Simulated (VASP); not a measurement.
# LiSi16 (a cell with a defect) in VASP: single point with PBE

Aim: the single point of LiSi16 (a cell with a defect) with PBE.

Program: VASP 6.6.1. These are calculated values, not measurements. Logs are shortened: lines on timing, memory, paths and dates and some standing lists are left out, and cuts for length are marked.

### Step 1. The cell of the first run

The cell holds a defect, 17 atoms: a = 7.679 Å, b = 7.679 Å, c = 7.679 Å, α = 60.00°, β = 60.00°, γ = 60.00°.

### Step 2. Single point, PBE

Input file INCAR:

```
  ALGO = Normal
  EDIFF = 1E-6
  ENCUT = 520
  GGA = PE
  ISIF = 2
  ISMEAR = 0
  LASPH = T
  LCHARG = F
  LREAL = Auto
  LWAVE = F
  NBANDS = 48
  NELECT = 66.0
  NELM = 100
  PREC = Accurate
  SIGMA = 0.02
```

Input file KPOINTS:

```
k-points
0
Gamma
  2 2 2
```

Input file POSCAR:

```
LiSi16
1.0
    0.0000000000      5.4300000000      5.4300000000
    5.4300000000      0.0000000000      5.4300000000
    5.4300000000      5.4300000000      0.0000000000
Si Li
16 1
Direct
   -0.0087337937     -0.0084757827      0.0187150092
    0.1257961326      0.1260535912      0.1228764273
    0.0060521179      0.0063101289      0.4969071823
    0.1151786372      0.1154373849      0.6469902394
    0.0068481584      0.4993627072     -0.0125470534
    0.1257949355      0.6183100368      0.1228682320
    0.0060476980      0.4837690608      0.4969073665
    0.1413941989      0.6191063536      0.6134223757
    0.4991053407      0.0071062615     -0.0125476980
    0.6180518416      0.1260523941      0.1228689687
    0.4835102210      0.0063056169      0.4969080110
    0.6188482505      0.1416528545      0.6134217311
    0.4991039595      0.4993614180     -0.0125393186
    0.6336344383      0.6338922652      0.0916090239
    0.5097273481      0.5099859116      0.4633347145
    0.6188488029      0.6191066298      0.6134290976
    0.8124577348      0.8127166667      0.5551492634
```

Potentials or basis: VASP PAW PBE potentials, release 64 (Si, Li_sv).

Launch:

```
cat potpaw_PBE.64/Si/POTCAR potpaw_PBE.64/Li_sv/POTCAR > POTCAR
mpirun -np 1 vasp_std > vasp.out
```

OUTCAR:

```text
EDIFF = 1E-6
   ENCUT = 520
   GGA = PE
   ISIF = 2
   ISMEAR = 0
   LASPH = T
   LREAL = Auto
   NELECT = 66.0
   NELM = 100
   PREC = Accurate

 ion  position               nearest neighbor table
   1  0.991  0.992  0.019-   4 2.33   6 2.34  10 2.34   2 2.34
   2  0.126  0.126  0.123-   5 2.34   9 2.34   1 2.34   3 2.35
   3  0.006  0.006  0.497-   4 2.32  17 2.35   2 2.35   8 2.43  12 2.43
   4  0.115  0.115  0.647-  11 2.32   7 2.32   3 2.32   1 2.33
   5  0.007  0.499  0.987-   2 2.34   6 2.34  14 2.34   8 2.35
   6  0.126  0.618  0.123-  13 2.34   5 2.34   1 2.34   7 2.35
   7  0.006  0.484  0.497-   4 2.32  17 2.35   6 2.35  16 2.43   8 2.43
   8  0.141  0.619  0.613-  15 2.32  17 2.35   5 2.35   7 2.43   3 2.43
   9  0.499  0.007  0.987-  10 2.34   2 2.34  14 2.34  12 2.35
  10  0.618  0.126  0.123-  13 2.34   9 2.34   1 2.34  11 2.35
  11  0.484  0.006  0.497-   4 2.32  17 2.35  10 2.35  16 2.43  12 2.43
  12  0.619  0.142  0.613-  15 2.32  17 2.35   9 2.35  11 2.43   3 2.43
  13  0.499  0.499  0.987-   6 2.34  10 2.34  14 2.34  16 2.35
  14  0.634  0.634  0.092-  15 2.33  13 2.34   5 2.34   9 2.34
  15  0.510  0.510  0.463-  12 2.32   8 2.32  16 2.32  14 2.33
  16  0.619  0.619  0.613-  15 2.32  17 2.35  13 2.35   7 2.43  11 2.43
  17  0.812  0.813  0.555-   3 2.35  11 2.35   7 2.35  12 2.35   8 2.35  16 2.35

  LATTYP: Found a face centered cubic cell.
 ALAT       =    10.8600000000

  Lattice vectors:

 A1 = (   0.0000000000,   5.4300000000,   5.4300000000)
 A2 = (   5.4300000000,   0.0000000000,   5.4300000000)
 A3 = (   5.4300000000,   5.4300000000,   0.0000000000)

Analysis of symmetry for initial positions (statically):
=====================================================================
 Subroutine PRICEL returns:
 Original cell was already a primitive cell.

 Routine SETGRP: Setting up the symmetry group for a
 face centered cubic supercell.

 Subroutine GETGRP returns: Found  2 space group operations
 (whereof  1 operations were pure point group operations)
 out of a pool of 48 trial point group operations.

The static configuration has the point symmetry C_1 .
 The point group associated with its full space group is C_1h.

Analysis of symmetry for dynamics (positions and initial velocities):
=====================================================================
 Subroutine PRICEL returns:
 Original cell was already a primitive cell.

 Routine SETGRP: Setting up the symmetry group for a
 face centered cubic supercell.

 Subroutine GETGRP returns: Found  2 space group operations
 (whereof  1 operations were pure point group operations)
 out of a pool of 48 trial point group operations.

The dynamic configuration has the point symmetry C_1 .
 The point group associated with its full space group is C_1h.

 Subroutine INISYM returns: Found  2 space group operations
 (whereof  1 operations are pure point group operations),
 and found     1 'primitive' translations

----------------------------------------------------------------------------------------

                                     Primitive cell

  volume of cell :     320.2060

  direct lattice vectors                    reciprocal lattice vectors
     0.000000000  5.430000000  5.430000000    -0.092081031  0.092081031  0.092081031
     5.430000000  0.000000000  5.430000000     0.092081031 -0.092081031  0.092081031
     5.430000000  5.430000000  0.000000000     0.092081031  0.092081031 -0.092081031

  length of vectors
     7.679179644  7.679179644  7.679179644     0.159489025  0.159489025  0.159489025

  position of ions in fractional coordinates (direct lattice)
     0.991266206  0.991524217  0.018715009
     0.125796133  0.126053591  0.122876427
     0.006052118  0.006310129  0.496907182
     0.115178637  0.115437385  0.646990239
     0.006848158  0.499362707  0.987452947
     0.125794935  0.618310037  0.122868232
[... 9 lines left out ...]
     0.618848803  0.619106630  0.613429098
     0.812457735  0.812716667  0.555149263

  ion indices of the primitive-cell ions
   primitive index   ion index
                 1           1
                 2           2
                 3           3
                 4           4
                 5           5
                 6           6
[... 9 lines left out ...]
                16          16
                17          17

----------------------------------------------------------------------------------------

 KPOINTS: k-points

Automatic generation of k-mesh.
 Grid dimensions read from file:
 generate k-points for:    2    2    2

 Generating k-lattice:

  Cartesian coordinates                     Fractional coordinates (reciprocal lattice)
    -0.046040516  0.046040516  0.046040516     0.500000000  0.000000000  0.000000000
     0.046040516 -0.046040516  0.046040516     0.000000000  0.500000000  0.000000000
     0.046040516  0.046040516 -0.046040516     0.000000000  0.000000000  0.500000000

  Length of vectors
     0.079744512  0.079744512  0.079744512

  Shift w.r.t. Gamma in fractional coordinates (k-lattice)
     0.000000000  0.000000000  0.000000000

 Subroutine IBZKPT returns following result:
 ===========================================

 Found      6 irreducible k-points:

 Following reciprocal coordinates:
            Coordinates               Weight
  0.000000  0.000000  0.000000      1.000000
  0.500000  0.000000  0.000000      2.000000
  0.000000  0.000000  0.500000      1.000000
  0.500000  0.500000  0.500000      1.000000
  0.500000  0.500000  0.000000      1.000000
  0.000000  0.500000  0.500000      2.000000
   k-points           NKPTS =      6   k-points in BZ     NKDIM =      6   number of bands    NBANDS=     48
   number of dos      NEDOS =    301   number of ions     NIONS =     17
   total plane-waves  NPLWV = 216000
   dimension x,y,z NGX =    60 NGY =   60 NGZ =   60
   dimension x,y,z NGXF=   120 NGYF=  120 NGZF=  120
   ions per type =              16   1
   NGX,Y,Z   is equivalent  to a cutoff of  12.99, 12.99, 12.99 a.u.
   NGXF,Y,Z  is equivalent  to a cutoff of  25.98, 25.98, 25.98 a.u.
 SYSTEM =  unknown system
   PREC   = accura    normal or accurate (medium, high low for compatibility)
   ISTART =      0    job   : 0-new  1-cont  2-samecut
   ICHARG =      2    charge: 1-file 2-atom 10-const
   ISPIN  =      1    spin polarized calculation?
   LNONCOLLINEAR =      F non collinear calculations
   LSORBIT =      F    spin-orbit coupling
   LASPH  =      T    aspherical Exc in radial PAW
   ENCUT  =  520.0 eV  38.22 Ry    6.18 a.u.  14.28 14.28 14.28*2*pi/ulx,y,z
   NELM   =    100;   NELMIN=  2; NELMDL= -5     # of ELM steps
   EDIFF  = 0.1E-05   stopping-criterion for ELM
   LREAL  =      T    real-space projection
   EDIFFG = 0.1E-04   stopping-criterion for IOM
   NSW    =      0    number of steps for IOM
   IBRION =     -1    ionic relax: 0-MD 1-quasi-New 2-CG
   NFREE  =      0    steps in history (QN), initial steepest desc. (CG)
   ISIF   =      2    stress and relaxation
   ISYM   =      2    0-nonsym 1-usesym 2-fastsym
   POTIM  = 0.5000    time-step for ionic-motion
   TEBEG  =    0.0;   TEEND  =   0.0 temperature during run
   PSTRESS=    0.0 pullay stress
   NELECT =      66.0000    total number of electrons
   NUPDOWN=      -1.0000    fix difference up-down
   EMIN   =  10.00;   EMAX   =-10.00  energy-range for DOS
   EFERMI =   0.00;   METHOD = LEGACY
   ISMEAR =     0;   SIGMA  =   0.02  broadening in eV -4-tet -1-fermi 0-gaus
   EFERMI_NEDOS =   21; number of points for ismear=-14 and -15
   IALGO  =     38    algorithm
   IMIX   =      4    mixing-type and parameters
     AMIX     =   0.40;   BMIX     =  1.00
     AMIX_MAG =   1.60;   BMIX_MAG =  1.00
  volume/ion in A,a.u.               =      18.84       127.11
  Fermi-wavevector in a.u.,A,eV,Ry     =   0.967044  1.827449 12.723821  0.935174
  Thomas-Fermi vector in A             =   2.096897
   LORBIT       =      0    0 simple, 1 ext, 2 COOP (PROOUT), +10 PAW based schemes
   GGA     = PE    functional components
   LHFCALC =     F    Hartree Fock is set to
   AEXX    =    0.0000 exact exchange contribution
   IVDW    =     0    specifies the selected vdW correction
   LEPSILON=     F    determine dielectric tensor
   LRPA    =     F    only Hartree local field effects (RPA)
 non-spin polarized calculation
 Gauss-broadening in eV      SIGMA  =   0.02
  energy-cutoff  :      520.00
  volume of cell :      320.21
 maximum number of plane-waves:      8646
 NGX is ok and might be reduce to    60
   NGX = 29   NGY = 29   NGZ = 29

 number of electron      66.0000001 magnetization

 Free energy of the ion-electron system (eV)
  ---------------------------------------------------
  ext. energy  EPLUGINS =         0.00000000
  ---------------------------------------------------
  free energy    TOTEN  =       -92.91999008 eV

  energy without entropy =      -92.91999008  energy(sigma->0) =      -92.91999008

 E-fermi :   6.1695     XC(G=0):  -9.4407

 val. band max:        6.0550197234   @ k =   0.0000   0.0000   0.0000
 cond. band min:       6.3254831188   @ k =   0.0000   0.0000   0.0000
 fundamental gap:      0.2704633954
 Fermi energy:         6.1695212182

 k-point     1 :       0.0000    0.0000    0.0000
  band No.  band energies     occupation
      1     -40.2280      2.00000
      2      -5.9068      2.00000
      3      -3.6729      2.00000
      4      -3.6033      2.00000
      5      -3.6033      2.00000
      6      -3.5584      2.00000
[... 37 lines left out ...]
     44       8.2815      0.00000
     45       8.2816      0.00000

 k-point     2 :       0.5000    0.0000    0.0000
  band No.  band energies     occupation
      1     -40.2280      2.00000
      2      -5.1574      2.00000
      3      -5.0845      2.00000
      4      -3.3095      2.00000
      5      -3.3031      2.00000
      6      -3.2638      2.00000
[... 37 lines left out ...]
     44       9.5521      0.00000
     45       9.6045      0.00000

 k-point     3 :       0.0000    0.0000    0.5000
  band No.  band energies     occupation
      1     -40.2280      2.00000
      2      -5.1596      2.00000
      3      -5.0515      2.00000
      4      -3.3352      2.00000
      5      -3.2810      2.00000
      6      -3.2810      2.00000
[... 37 lines left out ...]
     44       9.6545      0.00000
     45       9.6545      0.00000

 k-point     4 :       0.5000    0.5000    0.5000
  band No.  band energies     occupation
      1     -40.2280      2.00000
      2      -5.1573      2.00000
      3      -5.0845      2.00000
      4      -3.3096      2.00000
      5      -3.3031      2.00000
      6      -3.2638      2.00000
[... 37 lines left out ...]
     44       9.5521      0.00000
     45       9.6044      0.00000

 k-point     5 :       0.5000    0.5000    0.0000
  band No.  band energies     occupation
      1     -40.2280      2.00000
      2      -4.8865      2.00000
      3      -4.7938      2.00000
      4      -3.9394      2.00000
      5      -3.9042      2.00000
      6      -3.8879      2.00000
[... 37 lines left out ...]
     44      10.2745      0.00000
     45      10.3391      0.00000

 k-point     6 :       0.0000    0.5000    0.5000
  band No.  band energies     occupation
      1     -40.2280      2.00000
      2      -4.8865      2.00000
      3      -4.7938      2.00000
      4      -3.9394      2.00000
      5      -3.9043      2.00000
      6      -3.8879      2.00000
[... 37 lines left out ...]
     44      10.2745      0.00000
     45      10.3391      0.00000
 [bands above 45 left out]

------------------------ aborting loop because EDIFF is reached ----------------------------------------

  FORCE on cell =-STRESS in cart. coord.  units (eV):
  Direction    XX          YY          ZZ          XY          YZ          ZX
  --------------------------------------------------------------------------------------
  -------------------------------------------------------------------------------------
  Total       -0.1251934     -0.1251934     -0.1247553     -0.9877070      0.9831765      0.9831764
  in kB       -0.6264153     -0.6264153     -0.6242237     -4.9420740      4.9194051      4.9194045
  external PRESSURE =      -0.6256848 kB  Pullay stress =       0.0000000 kB

 VOLUME and BASIS-vectors are now :
 -----------------------------------------------------------------------------
  energy-cutoff  :      520.00
  volume of cell :      320.21
      direct lattice vectors                 reciprocal lattice vectors
     0.000000000  5.430000000  5.430000000    -0.092081031  0.092081031  0.092081031
     5.430000000  0.000000000  5.430000000     0.092081031 -0.092081031  0.092081031
     5.430000000  5.430000000  0.000000000     0.092081031  0.092081031 -0.092081031

 POSITION                                       TOTAL-FORCE (eV/Angst)
 -----------------------------------------------------------------------------------
      5.48560      5.48420     10.76655        -0.009028     -0.009028      0.009096
      1.35169      1.35029      1.36754         0.002791      0.002791      0.001955
      2.73247      2.73107      0.06713         0.002471      0.002471      0.001127
      4.13998      4.13858      1.25225         0.008222      0.008222     -0.010320
      8.07341      5.39906      2.74873        -0.001652      0.004044      0.001671
      4.02460      1.35024      4.04049        -0.003260      0.000251     -0.003221
[... 9 lines left out ...]
      6.69267      6.69127      6.72210        -0.002495     -0.002495     -0.001262
      7.42751      7.42611      8.82470         0.001114      0.001114      0.002459
 -----------------------------------------------------------------------------------
    total drift:                                0.005020      0.001189      0.001934

  FREE ENERGIE OF THE ION-ELECTRON SYSTEM (eV)
  ---------------------------------------------------
  free  energy   TOTEN  =       -92.9199900811 eV

  energy  without entropy=      -92.9199900811  energy(sigma->0) =      -92.91999008
```

Run time: 2 min. Hardware: 1 thread of Intel Xeon 6975P-C (Granite Rapids), shared host; peak memory 0.45 GiB.

What came out:

| Property | Result |
| --- | --- |
| Free energy | -92.9200 eV |
| Largest force | 0.016 eV/Å |

Forces in eV/Å, atoms in the order of the input:
```
Si  -0.009 -0.009  0.009
Si   0.003  0.003  0.002
Si   0.002  0.002  0.001
Si   0.008  0.008 -0.010
Si  -0.002  0.004  0.002
Si  -0.003  0.000 -0.003
Si  -0.003  0.003 -0.001
Si  -0.002  0.001  0.002
Si   0.004 -0.002  0.002
Si   0.000 -0.003 -0.003
Si   0.003 -0.003 -0.001
Si   0.001 -0.002  0.002
Si  -0.002 -0.002 -0.004
Si   0.010  0.010 -0.008
Si  -0.008 -0.008  0.010
Si  -0.002 -0.002 -0.001
Li   0.001  0.001  0.002
```

Caveat: the k points lie up to 0.50 Å⁻¹ apart; the cell carries a net charge on a neutralising background, which shifts energy and pressure; the cell is charged against a uniform background, so pressure and absolute levels hang on convention; the cutoff is under 1.25 times the usual one of these potentials, so pressure, stress and relaxed cells hold a basis-set (Pulay) error.
